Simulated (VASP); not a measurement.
# B: relaxation of cell and atoms with PBE

B:

```
B
1.0
     1.78213   -2.30843    0.00000
     1.78213    2.30843    0.00000
    -0.62028    0.00000    5.23242
B
6
Direct
  0.96667 0.96667 0.83918
  0.56391 0.16387 0.34523
  0.43609 0.83613 0.65477
  0.16387 0.56391 0.34523
  0.03333 0.03333 0.16082
  0.83613 0.43609 0.65477
```

```
Program                : VASP 6.6.1
Task                   : relaxation of cell and atoms
Functional             : PBE
Potentials or basis    : VASP PAW PBE potentials, release 64 (B)
Cutoff                 : 600 eV
k mesh                 : 14 × 14 × 8
Occupations            : gaussian, width 0.1 eV
Spin                   : no spin polarisation
Dipole correction      : no
Further INCAR settings : ALGO = Fast; EDIFF = 1e-06; IBRION = 2; EDIFFG = -0.01; NSW = 100; ISIF = 3
```

| Property | Result |
| --- | --- |
| Relaxed volume | 7.17 Å³/atom |
| Relaxed cell | a = 2.920 Å, b = 2.920 Å, c = 5.264 Å, α = 93.94°, β = 93.94°, γ = 105.36° |
| Space group after relaxing (to 0.1 Å) | C2/m (No. 12) |
| Energy gained by relaxing | 0.4 meV/atom |
| Ionic steps | 11 |
| Pressure after relaxing | 0.0 GPa |
| Largest force after relaxing | 0.005 eV/Å |
| Band gap on the k mesh | zero (bands 9 and 10 overlap by 5.01 eV) |

Forces in eV/Å, atoms in the order of the input:
```
B   -0.005  0.000  0.000
B    0.000  0.001  0.003
B    0.000 -0.001 -0.003
B    0.000 -0.001  0.003
B    0.005  0.000  0.000
B    0.000  0.001 -0.003
```

Stress tensor (GPa, compression positive):
```
 0.05  0.00  0.06
 0.00 -0.01  0.00
 0.06  0.00  0.04
```

Step by step:
```
step  energy change (eV)  largest force (eV/Å)  pressure (GPa)  volume (Å³)
   1              0.0000                0.0182           -0.09        43.05
   2             -0.0016                0.0401            0.01        43.03
   3             -0.0018                0.0569            0.06        43.01
   4             -0.0023                0.0253           -0.05        43.03
   5             -0.0023                0.0374           -0.09        43.03
   6             -0.0025                0.0253            0.01        43.01
   7             -0.0025                0.0202            0.01        43.01
   8             -0.0025                0.0265            0.00        43.00
   9             -0.0025                0.0233            0.00        43.00
  10             -0.0026                0.0107            0.02        43.00
  11             -0.0026                0.0047            0.03        43.00
```

Final structure:
```xyz
6
Lattice="1.7702 -2.3222 0.0034 1.7702 2.3222 0.0034 -0.6062 0.0000 5.2292" Properties=species:S:1:pos:R:3 pbc="T T T"
B     2.9118    0.0000    4.3957
B     1.0843   -0.9244    1.8044
B     1.8499    0.9244    3.4315
B     1.0843    0.9244    1.8044
B     0.0224    0.0000    0.8402
B     1.8499   -0.9244    3.4315
```

Levels at points of the mesh, in eV from the Fermi level:
```csv
k point,band 6,band 7,band 8,band 9,band 10,band 11,band 12,band 13
"(0.00, 0.00, 0.00)",-2.09,-1.93,-1.51,2.67,3.22,4.42,4.85,5.13
"(0.50, 0.00, 0.00)",-5.44,-3.77,-2.04,0.62,2.77,2.81,5.67,5.92
"(0.50, 0.50, 0.00)",-5.47,-5.25,-3.93,-3.28,-2.29,2.52,3.44,8.06
"(0.00, 0.00, 0.50)",-4.18,-2.31,-1.10,2.11,3.33,3.58,5.13,5.20
"(0.50, 0.00, 0.50)",-3.60,-3.55,-2.73,-1.19,2.06,2.63,3.87,6.73
"(0.50, 0.50, 0.50)",-6.09,-3.87,-3.41,-3.22,-1.51,3.19,4.59,4.75
```

Wall time 8.8 min on 1 thread of Oxide Virtual Turin-like Processor (shared host), peak memory 0.31 GiB.
